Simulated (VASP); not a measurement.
# ZrIn (R-3m) in VASP: single point with LDA

Aim: the single point of ZrIn with LDA.

Everything below comes from runs of VASP 6.6.1. Logs are shortened: lines on timing, memory, paths and dates and some standing lists are left out, and cuts for length are marked.

### Step 1. The cell of the first run

It takes space group R-3m (No. 166, trigonal). Conventional cell: a = 3.237 Å, b = 3.237 Å, c = 15.365 Å, α = 90.00°, β = 90.00°, γ = 120.00°. Zr (site symmetry -3m) has 6 In at 3.17 Å and 6 Zr at 3.24 Å within 4.2 Å. In (site symmetry -3m) has 6 Zr at 3.17 Å and 6 In at 3.24 Å within 4.2 Å.

### Step 2. Single point, LDA

The input, INCAR:

```
SYSTEM = ZrIn
ALGO = Normal
EDIFF = 1E-7
ENCUT = 520
ISIF = 2
ISMEAR = 0
LASPH = .True.
LCHARG = .False.
LREAL = .False.
LWAVE = .False.
NBANDS = 20
NELM = 100
PREC = Accurate
SIGMA = 0.1
```

The input, KPOINTS:

```
k-points
0
Gamma
  12 12 12
  0 0 0
```

The input, POSCAR:

```
ZrIn
1.0
    1.6183000000      0.9343260000      5.1215830000
   -1.6183000000      0.9343260000      5.1215830000
    0.0000000000     -1.8686520000      5.1215830000
Zr In
1 1
Direct
    0.5000000000      0.5000000000      0.5000000000
    0.0000000000      0.0000000000      0.0000000000
```

Potentials or basis: VASP PAW LDA potentials, release 64 (Zr_sv, In_d).

Command:

```sh
$ cat potpaw_LDA.64/Zr_sv/POTCAR potpaw_LDA.64/In_d/POTCAR > POTCAR
$ mpirun -np 1 vasp_std > vasp.out
```

OUTCAR:

```text
SYSTEM = ZrIn
   EDIFF = 1E-7
   ENCUT = 520
   ISIF = 2
   ISMEAR = 0
   LASPH = .True.
   LREAL = .False.
   NELM = 100
   PREC = Accurate

 ion  position               nearest neighbor table
   1  0.500  0.500  0.500-   2 3.17   2 3.17   2 3.17   2 3.17   2 3.17   2 3.17
   2  0.000  0.000  0.000-   1 3.17   1 3.17   1 3.17   1 3.17   1 3.17   1 3.17

  LATTYP: Found a trigonal (rhomboedric) cell.
 ALAT       =     5.4518320215
 COS(alpha) =     0.8237767646

  Lattice vectors:

 A1 = (   1.6183000000,   0.9343260000,   5.1215830000)
 A2 = (  -1.6183000000,   0.9343260000,   5.1215830000)
 A3 = (   0.0000000000,  -1.8686520000,   5.1215830000)

Analysis of symmetry for initial positions (statically):
=====================================================================
 Subroutine PRICEL returns:
 Original cell was already a primitive cell.

 Routine SETGRP: Setting up the symmetry group for a
 trigonal (rhombohedral) supercell.

 Subroutine GETGRP returns: Found 12 space group operations
 (whereof 12 operations were pure point group operations)
 out of a pool of 12 trial point group operations.

The static configuration has the point symmetry D_3d.

Analysis of symmetry for dynamics (positions and initial velocities):
=====================================================================
 Subroutine PRICEL returns:
 Original cell was already a primitive cell.

 Routine SETGRP: Setting up the symmetry group for a
 trigonal (rhombohedral) supercell.

 Subroutine GETGRP returns: Found 12 space group operations
 (whereof 12 operations were pure point group operations)
 out of a pool of 12 trial point group operations.

The dynamic configuration has the point symmetry D_3d.

 Subroutine INISYM returns: Found 12 space group operations
 (whereof 12 operations are pure point group operations),
 and found     1 'primitive' translations

----------------------------------------------------------------------------------------

                                     Primitive cell

  volume of cell :      46.4636

  direct lattice vectors                    reciprocal lattice vectors
     1.618300000  0.934326000  5.121583000     0.308966199  0.178381707  0.065084044
    -1.618300000  0.934326000  5.121583000    -0.308966199  0.178381707  0.065084044
     0.000000000 -1.868652000  5.121583000     0.000000000 -0.356763414  0.065084044

  length of vectors
     5.451832021  5.451832021  5.451832052     0.362651456  0.362651456  0.362651439

  position of ions in fractional coordinates (direct lattice)
     0.500000000  0.500000000  0.500000000
     0.000000000  0.000000000  0.000000000

  ion indices of the primitive-cell ions
   primitive index   ion index
                 1           1
                 2           2

----------------------------------------------------------------------------------------

 KPOINTS: k-points

Automatic generation of k-mesh.
 Grid dimensions read from file:
 generate k-points for:   12   12   12

 Generating k-lattice:

  Cartesian coordinates                     Fractional coordinates (reciprocal lattice)
     0.025747183  0.014865142  0.005423670     0.083333333 -0.000000000 -0.000000000
    -0.025747183  0.014865142  0.005423670    -0.000000000  0.083333333 -0.000000000
     0.000000000 -0.029730284  0.005423670    -0.000000000 -0.000000000  0.083333333

  Length of vectors
     0.030220955  0.030220955  0.030220953

  Shift w.r.t. Gamma in fractional coordinates (k-lattice)
     0.000000000  0.000000000  0.000000000

 Subroutine IBZKPT returns following result:
 ===========================================

 Found    189 irreducible k-points:

 Following reciprocal coordinates:
            Coordinates               Weight
  0.000000  0.000000  0.000000      1.000000
  0.083333 -0.000000 -0.000000      6.000000
  0.166667  0.000000 -0.000000      6.000000
  0.250000 -0.000000 -0.000000      6.000000
  0.333333  0.000000 -0.000000      6.000000
  0.416667  0.000000 -0.000000      6.000000
[... 16 lines left out ...]
  0.500000  0.166667 -0.000000     12.000000
 -0.416667  0.166667  0.000000     12.000000
 [... further k-points ...]
   k-points           NKPTS =    189   k-points in BZ     NKDIM =    189   number of bands    NBANDS=     20
   number of dos      NEDOS =    301   number of ions     NIONS =      2
   total plane-waves  NPLWV =  74088
   dimension x,y,z NGX =    42 NGY =   42 NGZ =   42
   dimension x,y,z NGXF=    84 NGYF=   84 NGZF=   84
   ions per type =               1   1
   NGX,Y,Z   is equivalent  to a cutoff of  12.81, 12.81, 12.81 a.u.
   NGXF,Y,Z  is equivalent  to a cutoff of  25.61, 25.61, 25.61 a.u.
 SYSTEM =  ZrIn
   PREC   = accura    normal or accurate (medium, high low for compatibility)
   ISTART =      0    job   : 0-new  1-cont  2-samecut
   ICHARG =      2    charge: 1-file 2-atom 10-const
   ISPIN  =      1    spin polarized calculation?
   LNONCOLLINEAR =      F non collinear calculations
   LSORBIT =      F    spin-orbit coupling
   LASPH  =      T    aspherical Exc in radial PAW
   ENCUT  =  520.0 eV  38.22 Ry    6.18 a.u.  10.14 10.14 10.14*2*pi/ulx,y,z
   NELM   =    100;   NELMIN=  2; NELMDL= -5     # of ELM steps
   EDIFF  = 0.1E-06   stopping-criterion for ELM
   LREAL  =      F    real-space projection
   EDIFFG = 0.1E-05   stopping-criterion for IOM
   NSW    =      0    number of steps for IOM
   IBRION =     -1    ionic relax: 0-MD 1-quasi-New 2-CG
   NFREE  =      0    steps in history (QN), initial steepest desc. (CG)
   ISIF   =      2    stress and relaxation
   ISYM   =      2    0-nonsym 1-usesym 2-fastsym
   POTIM  = 0.5000    time-step for ionic-motion
   TEBEG  =    0.0;   TEEND  =   0.0 temperature during run
   PSTRESS=    0.0 pullay stress
   NELECT =      25.0000    total number of electrons
   NUPDOWN=      -1.0000    fix difference up-down
   EMIN   =  10.00;   EMAX   =-10.00  energy-range for DOS
   EFERMI =   0.00;   METHOD = LEGACY
   ISMEAR =     0;   SIGMA  =   0.10  broadening in eV -4-tet -1-fermi 0-gaus
   EFERMI_NEDOS =   21; number of points for ismear=-14 and -15
   IALGO  =     38    algorithm
   IMIX   =      4    mixing-type and parameters
     AMIX     =   0.40;   BMIX     =  1.00
     AMIX_MAG =   1.60;   BMIX_MAG =  1.00
  volume/ion in A,a.u.               =      23.23       156.78
  Fermi-wavevector in a.u.,A,eV,Ry     =   1.331529  2.516224 24.122702  1.772969
  Thomas-Fermi vector in A             =   2.460533
   LORBIT       =      0    0 simple, 1 ext, 2 COOP (PROOUT), +10 PAW based schemes
   GGA     = CA    functional components
   LHFCALC =     F    Hartree Fock is set to
   AEXX    =    0.0000 exact exchange contribution
   IVDW    =     0    specifies the selected vdW correction
   LEPSILON=     F    determine dielectric tensor
   LRPA    =     F    only Hartree local field effects (RPA)
 non-spin polarized calculation
 Gauss-broadening in eV      SIGMA  =   0.10
  energy-cutoff  :      520.00
  volume of cell :       46.46
 maximum number of plane-waves:      1278
 NGX is ok and might be reduce to    42
   NGX = 21   NGY = 21   NGZ = 21

 number of electron      24.9999998 magnetization

 Free energy of the ion-electron system (eV)
  ---------------------------------------------------
  ext. energy  EPLUGINS =         0.00000000
  ---------------------------------------------------
  free energy    TOTEN  =       -12.92477389 eV

  energy without entropy =      -12.91714550  energy(sigma->0) =      -12.92095970

 E-fermi :   8.5289     XC(G=0): -11.2158

 val. band max:        8.5240840893   @ k =  -0.3333  -0.4167   0.1667
 cond. band min:       8.5302425826   @ k =  -0.4167  -0.4167   0.2500
 fundamental gap:      0.0061584933
 Fermi energy:         8.5289463809

 k-point     1 :       0.0000    0.0000    0.0000
  band No.  band energies     occupation
      1     -40.0832      2.00000
      2     -18.3604      2.00000
      3     -17.8572      2.00000
      4     -17.8572      2.00000
      5      -5.7380      2.00000
      6      -5.7380      2.00000
[... 12 lines left out ...]
     19      18.4338      0.00000
     20      18.9049      0.00000

 k-point     2 :       0.0833   -0.0000   -0.0000
  band No.  band energies     occupation
      1     -40.0777      2.00000
      2     -18.3535      2.00000
      3     -17.9045      2.00000
      4     -17.8680      2.00000
      5      -5.7485      2.00000
      6      -5.7134      2.00000
[... 12 lines left out ...]
     19      18.2832      0.00000
     20      19.1928      0.00000

 k-point     3 :       0.1667    0.0000   -0.0000
  band No.  band energies     occupation
      1     -40.0625      2.00000
      2     -18.3348      2.00000
      3     -18.0317      2.00000
      4     -17.8972      2.00000
      5      -5.7796      2.00000
      6      -5.6461      2.00000
[... 12 lines left out ...]
     19      17.8996      0.00000
     20      19.0944      0.00000

 k-point     4 :       0.2500   -0.0000   -0.0000
  band No.  band energies     occupation
      1     -40.0416      2.00000
      2     -18.3092      2.00000
      3     -18.2017      2.00000
      4     -17.9368      2.00000
      5      -5.8225      2.00000
      6      -5.5712      2.00000
[... 12 lines left out ...]
     19      17.4301      0.00000
     20      18.3682      0.00000

 k-point     5 :       0.3333    0.0000   -0.0000
  band No.  band energies     occupation
      1     -40.0207      2.00000
      2     -18.3674      2.00000
      3     -18.2833      2.00000
      4     -17.9760      2.00000
      5      -5.8656      2.00000
      6      -5.6239      2.00000
[... 12 lines left out ...]
     19      17.0110      0.00000
     20      17.6146      0.00000
[... 353 lines left out ...]
      6      -5.6390      2.00000
[... 12 lines left out ...]
     19      15.4258      0.00000
     20      19.2067      0.00000

 k-point    22 :       0.4167    0.1667   -0.0000
  band No.  band energies     occupation
      1     -40.0130      2.00000
      2     -18.3652      2.00000
      3     -18.2734      2.00000
      4     -18.0557      2.00000
      5      -5.7830      2.00000
      6      -5.6288      2.00000
[... 12 lines left out ...]
     19      15.8312      0.00000
     20      18.2245      0.00000

 k-point    23 :       0.5000    0.1667   -0.0000
  band No.  band energies     occupation
      1     -39.9996      2.00000
      2     -18.4448      2.00000
      3     -18.2565      2.00000
      4     -18.1053      2.00000
      5      -5.7979      2.00000
      6      -5.6542      2.00000
[... 12 lines left out ...]
     19      16.7113      0.00000
     20      17.2051      0.00000

 k-point    24 :      -0.4167    0.1667    0.0000
  band No.  band energies     occupation
      1     -39.9947      2.00000
      2     -18.4734      2.00000
      3     -18.2502      2.00000
      4     -18.1236      2.00000
      5      -5.8041      2.00000
      6      -5.6618      2.00000
[... 12 lines left out ...]
     19      16.1886      0.00000
     20      16.7073      0.00000

 [... further k-points ...]
[... 5 lines left out ...]
  --------------------------------------------------------------------------------------
  -------------------------------------------------------------------------------------
  Total       -1.9114018     -1.9114021     -1.9930584      0.0000000      0.0000000      0.0000000
  in kB      -65.9097471    -65.9097555    -68.7254617      0.0000000      0.0000000      0.0000000
  external PRESSURE =     -66.8483214 kB  Pullay stress =       0.0000000 kB

 VOLUME and BASIS-vectors are now :
 -----------------------------------------------------------------------------
  energy-cutoff  :      520.00
  volume of cell :       46.46
      direct lattice vectors                 reciprocal lattice vectors
     1.618300000  0.934326000  5.121583000     0.308966199  0.178381707  0.065084044
    -1.618300000  0.934326000  5.121583000    -0.308966199  0.178381707  0.065084044
     0.000000000 -1.868652000  5.121583000     0.000000000 -0.356763414  0.065084044

 POSITION                                       TOTAL-FORCE (eV/Angst)
 -----------------------------------------------------------------------------------
      0.00000      0.00000      7.68237         0.000000     -0.000000      0.000000
      0.00000      0.00000      0.00000        -0.000000      0.000000     -0.000000
 -----------------------------------------------------------------------------------
    total drift:                                0.000000      0.000000     -0.000000

  FREE ENERGIE OF THE ION-ELECTRON SYSTEM (eV)
  ---------------------------------------------------
  free  energy   TOTEN  =       -12.9247738939 eV

  energy  without entropy=      -12.9171455037  energy(sigma->0) =      -12.92095970
```

It took 9.9 min on 1 thread of Oxide Virtual Turin-like, shared host; peak memory 0.31 GiB.

What came out:

```
Free energy : -12.9248 eV
Pressure    : -6.7 GPa
```

Stress tensor (GPa, compression positive):
```
-6.59  0.00  0.00
 0.00 -6.59  0.00
 0.00  0.00 -6.87
```

Caveat: spin-orbit coupling is left out, which moves the levels of the heavy elements.
